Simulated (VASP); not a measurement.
# MgS5 (P6/mmm) in VASP: further runs

The runs below take MgS5 through single point, relaxation of cell and atoms, with PBE.

Everything below comes from runs of VASP 6.6.1. Logs are shortened: lines on timing, memory, paths and dates and some standing lists are left out, and cuts for length are marked.

### Step 1. The cell of the first run

It takes space group P6/mmm (No. 191, hexagonal). Conventional cell: a = 4.365 Å, b = 4.365 Å, c = 6.371 Å, α = 90.00°, β = 90.00°, γ = 120.00°. Within 3.9 Å of Mg (site symmetry 6/mmm) lie 14 S at 2.95 to 3.19 Å. S (site symmetry 3m) has 8 S at 2.52 to 3.30 Å and 3 Mg at 2.95 Å within 3.3 Å. Within 4.0 Å of S (site symmetry 6/mmm) lie 12 S at 3.01 Å and 2 Mg at 3.19 Å.

The cell was generated, and may not be a known phase.

### Step 2. Single point, PBE

The input, INCAR:

```
SYSTEM = MgS5
PREC     = Accurate       ! precision mode
ENCUT    = 520            ! plane-wave cutoff, eV
EDIFF    = 1E-7           ! SCF threshold, eV
ISMEAR   = 0              ! smearing method
SIGMA    = 0.1            ! smearing width, eV
LREAL    = .False.        ! projectors in reciprocal space
LASPH    = .True.         ! aspherical terms in the spheres
NELM     = 80             ! most SCF steps
ALGO     = Normal         ! electronic algorithm
ISIF     = 2              ! what is computed and relaxed
LWAVE    = .False.        ! write WAVECAR
LCHARG   = .True.         ! write CHGCAR
GGA      = PE             ! functional
LELF     = .True.         ! ELF
LVHAR    = .True.       
NBANDS   = 25             ! bands
```

The input, KPOINTS:

```
regular mesh
0
Gamma
  6 6 4
  0 0 0
```

The input, POSCAR:

```
MgS5
1.0
    4.3646400890     -0.0000000026      0.0000000000
   -2.1823200423      3.7798891967      0.0000000000
    0.0000000000      0.0000000000      6.3705850149
Mg S
1 5
Direct
    0.0000000000      0.0000000000      0.5000000000
    0.6666666667      0.3333333333      0.7412746565
    0.0000000000      0.0000000000      0.0000000000
    0.6666666667      0.3333333333      0.2587253435
    0.3333333333      0.6666666667      0.2587253435
    0.3333333333      0.6666666667      0.7412746565
```

Potentials or basis: VASP PAW PBE potentials, release 64 (Mg, S).

Started as:

```console
$ cat potpaw_PBE.64/Mg/POTCAR potpaw_PBE.64/S/POTCAR > POTCAR
$ mpirun -np 1 vasp_std > vasp.out
```

OUTCAR:

```text
SYSTEM = MgS5
   PREC = Accurate
   ENCUT = 520
   EDIFF = 1E-7
   ISMEAR = 0
   LREAL = .False.
   LASPH = .True.
   NELM = 80
   ISIF = 2
   GGA = PE

 ion  position               nearest neighbor table
   1  0.000  0.000  0.500-   2 2.95   4 2.95   5 2.95   6 2.95   5 2.95   6 2.95   2 2.95   4 2.95
                             2 2.95   4 2.95   5 2.95   6 2.95   3 3.19   3 3.19
   2  0.667  0.333  0.741-   6 2.52   6 2.52   6 2.52   1 2.95   1 2.95   1 2.95
   3  0.000  0.000  0.000-   1 3.19   1 3.19
   4  0.667  0.333  0.259-   5 2.52   5 2.52   5 2.52   1 2.95   1 2.95   1 2.95
   5  0.333  0.667  0.259-   4 2.52   4 2.52   4 2.52   1 2.95   1 2.95   1 2.95
   6  0.333  0.667  0.741-   2 2.52   2 2.52   2 2.52   1 2.95   1 2.95   1 2.95

  LATTYP: Found a hexagonal cell.
 ALAT       =     4.3646400890
 C/A-ratio  =     1.4595899971

  Lattice vectors:

 A1 = (   4.3646400890,  -0.0000000026,   0.0000000000)
 A2 = (  -2.1823200423,   3.7798891967,   0.0000000000)
 A3 = (   0.0000000000,   0.0000000000,   6.3705850149)

Analysis of symmetry for initial positions (statically):
=====================================================================
 Subroutine PRICEL returns:
 Original cell was already a primitive cell.

 Routine SETGRP: Setting up the symmetry group for a
 hexagonal supercell.

 Subroutine GETGRP returns: Found 24 space group operations
 (whereof 24 operations were pure point group operations)
 out of a pool of 24 trial point group operations.

The static configuration has the point symmetry D_6h.

Analysis of symmetry for dynamics (positions and initial velocities):
=====================================================================
 Subroutine PRICEL returns:
 Original cell was already a primitive cell.

 Routine SETGRP: Setting up the symmetry group for a
 hexagonal supercell.

 Subroutine GETGRP returns: Found 24 space group operations
 (whereof 24 operations were pure point group operations)
 out of a pool of 24 trial point group operations.

The dynamic configuration has the point symmetry D_6h.

 Subroutine INISYM returns: Found 24 space group operations
 (whereof 24 operations are pure point group operations),
 and found     1 'primitive' translations

----------------------------------------------------------------------------------------

                                     Primitive cell

[... 95 lines left out ...]
   LREAL  =      F    real-space projection
   EDIFFG = 0.1E-05   stopping-criterion for IOM
   NSW    =      0    number of steps for IOM
   IBRION =     -1    ionic relax: 0-MD 1-quasi-New 2-CG
   NFREE  =      0    steps in history (QN), initial steepest desc. (CG)
   ISIF   =      2    stress and relaxation
   ISYM   =      2    0-nonsym 1-usesym 2-fastsym
   POTIM  = 0.5000    time-step for ionic-motion
   TEBEG  =    0.0;   TEEND  =   0.0 temperature during run
   PSTRESS=    0.0 pullay stress
   NELECT =      32.0000    total number of electrons
   NUPDOWN=      -1.0000    fix difference up-down
   EMIN   =  10.00;   EMAX   =-10.00  energy-range for DOS
   EFERMI =   0.00;   METHOD = LEGACY
   ISMEAR =     0;   SIGMA  =   0.10  broadening in eV -4-tet -1-fermi 0-gaus
   EFERMI_NEDOS =   21; number of points for ismear=-14 and -15
   IALGO  =     38    algorithm
   IMIX   =      4    mixing-type and parameters
     AMIX     =   0.40;   BMIX     =  1.00
     AMIX_MAG =   1.60;   BMIX_MAG =  1.00
  volume/ion in A,a.u.               =      17.52       118.21
  Fermi-wavevector in a.u.,A,eV,Ry     =   1.101343  2.081236 16.503270  1.212956
  Thomas-Fermi vector in A             =   2.237769
   LORBIT       =      0    0 simple, 1 ext, 2 COOP (PROOUT), +10 PAW based schemes
   GGA     = PE    functional components
   LHFCALC =     F    Hartree Fock is set to
   AEXX    =    0.0000 exact exchange contribution
   IVDW    =     0    specifies the selected vdW correction
   LEPSILON=     F    determine dielectric tensor
   LRPA    =     F    only Hartree local field effects (RPA)
 non-spin polarized calculation
 Gauss-broadening in eV      SIGMA  =   0.10
  energy-cutoff  :      520.00
  volume of cell :      105.10
 maximum number of plane-waves:      2850
   NGX = 17   NGY = 17   NGZ = 23

 number of electron      32.0000003 magnetization

 Free energy of the ion-electron system (eV)
  ---------------------------------------------------
  ext. energy  EPLUGINS =         0.00000000
  ---------------------------------------------------
  free energy    TOTEN  =       -18.68078304 eV

  energy without entropy =      -18.65286215  energy(sigma->0) =      -18.66682260

 E-fermi :   6.0397     XC(G=0): -10.3436

 val. band max:        6.0095313335   @ k =   0.1667   0.1667   0.5000
 cond. band min:       6.0423793272   @ k =   0.0000   0.0000   0.5000
 fundamental gap:      0.0328479937
 Fermi energy:         6.0397415703

 k-point     1 :       0.0000    0.0000    0.0000
  band No.  band energies     occupation
      1      -9.9283      2.00000
      2      -8.6984      2.00000
      3      -5.6373      2.00000
      4      -4.4063      2.00000
      5      -3.5886      2.00000
      6       0.3840      2.00000
[... 577 lines left out ...]
     24      13.4008      0.00000
     25      14.1193      0.00000

------------------------ aborting loop because EDIFF is reached ----------------------------------------

  FORCE on cell =-STRESS in cart. coord.  units (eV):
  Direction    XX          YY          ZZ          XY          YZ          ZX
  --------------------------------------------------------------------------------------
  -------------------------------------------------------------------------------------
  Total       -0.3467603     -0.3467603     -0.2508531      0.0000000      0.0000000      0.0000000
  in kB       -5.2860728     -5.2860728     -3.8240466      0.0000000      0.0000000      0.0000000
  external PRESSURE =      -4.7987307 kB  Pullay stress =       0.0000000 kB

 VOLUME and BASIS-vectors are now :
 -----------------------------------------------------------------------------
  energy-cutoff  :      520.00
  volume of cell :      105.10
      direct lattice vectors                 reciprocal lattice vectors
     4.364640089 -0.000000003  0.000000000     0.229113966  0.132279010  0.000000000
    -2.182320042  3.779889197  0.000000000     0.000000000  0.264558020  0.000000000
     0.000000000  0.000000000  6.370585015     0.000000000  0.000000000  0.156971455

 POSITION                                       TOTAL-FORCE (eV/Angst)
 -----------------------------------------------------------------------------------
      0.00000      0.00000      3.18529        -0.000000      0.000000      0.000000
      2.18232      1.25996      4.72235         0.000000      0.000000     -0.012619
      0.00000      0.00000      0.00000        -0.000000      0.000000      0.000000
      2.18232      1.25996      1.64823         0.000000      0.000000      0.012619
      0.00000      2.51993      1.64823        -0.000000     -0.000000      0.012619
      0.00000      2.51993      4.72235        -0.000000     -0.000000     -0.012619
 -----------------------------------------------------------------------------------
    total drift:                                0.000000      0.000000      0.000000

  FREE ENERGIE OF THE ION-ELECTRON SYSTEM (eV)
  ---------------------------------------------------
  free  energy   TOTEN  =       -18.6807830435 eV

  energy  without entropy=      -18.6528621538  energy(sigma->0) =      -18.66682260
```

OSZICAR:

```text
N       E                     dE             d eps       ncg     rms          rms(c)
DAV:   1     0.139030530361E+03    0.13903E+03   -0.13377E+04  1050   0.110E+03
DAV:   2    -0.925857914946E+01   -0.14829E+03   -0.13718E+03  1397   0.185E+02
DAV:   3    -0.188964747111E+02   -0.96379E+01   -0.94323E+01  1283   0.491E+01
DAV:   4    -0.190232408287E+02   -0.12677E+00   -0.12648E+00  1267   0.693E+00
DAV:   5    -0.190258780152E+02   -0.26372E-02   -0.26364E-02  1303   0.935E-01    0.184E+01
DAV:   6    -0.187918253743E+02    0.23405E+00   -0.32995E-01  1255   0.332E+00    0.116E+01
DAV:   7    -0.189453305736E+02   -0.15351E+00   -0.77854E-01  1224   0.461E+00    0.375E+00
DAV:   8    -0.186854775080E+02    0.25985E+00   -0.35058E-01  1212   0.340E+00    0.620E-01
DAV:   9    -0.186885015843E+02   -0.30241E-02   -0.13401E-01  1162   0.158E+00    0.624E-01
DAV:  10    -0.186812580404E+02    0.72435E-02   -0.13038E-02  1234   0.632E-01    0.306E-01
DAV:  11    -0.186811255707E+02    0.13247E-03   -0.14334E-03  1275   0.168E-01    0.188E-01
DAV:  12    -0.186807936234E+02    0.33195E-03   -0.71084E-04  1168   0.132E-01    0.907E-02
DAV:  13    -0.186808389564E+02   -0.45333E-04   -0.31025E-04  1219   0.998E-02    0.515E-02
DAV:  14    -0.186807915094E+02    0.47447E-04   -0.35341E-05  1226   0.357E-02    0.271E-02
DAV:  15    -0.186807893745E+02    0.21349E-05   -0.57998E-06  1244   0.115E-02    0.238E-02
DAV:  16    -0.186807835173E+02    0.58571E-05   -0.38729E-06  1281   0.102E-02    0.768E-03
DAV:  17    -0.186807829889E+02    0.52843E-06   -0.31933E-06  1254   0.840E-03    0.593E-03
DAV:  18    -0.186807830435E+02   -0.54627E-07   -0.41100E-07   942   0.305E-03
   1 F= -.18680783E+02 E0= -.18666823E+02  d E =-.279209E-01
```

stdout:

```text
POSCAR found type information on POSCAR MgS
 POSCAR found :  2 types and       6 ions
 scaLAPACK will be used
 LDA part: xc-table for (Slater+PW92), standard interpolation
 POSCAR, INCAR and KPOINTS ok, starting setup
 FFT: planning ... GRIDC
 FFT: planning ... GRID_SOFT
 FFT: planning ... GRID
 WAVECAR not read
 entering main loop
```

It took 1.7 min on 1 thread of Intel Xeon 8259CL, shared host; peak memory 0.23 GiB.

Results:

```yaml
Free_energy: -18.6808 eV
Pressure: -0.5 GPa
Largest_force: 0.013 eV/Å
Band_gap_on_the_k_mesh: zero (bands 16 and 17 overlap by 1.76 eV)
```

Forces on the atoms (eV/Å):
```
Mg   0.000  0.000  0.000
S    0.000  0.000 -0.013
S    0.000  0.000  0.000
S    0.000  0.000  0.013
S    0.000  0.000  0.013
S    0.000  0.000 -0.013
```

[end of part 1 of 2]

The gap in the log of VASP goes by the Fermi energy; the results here count the filled bands.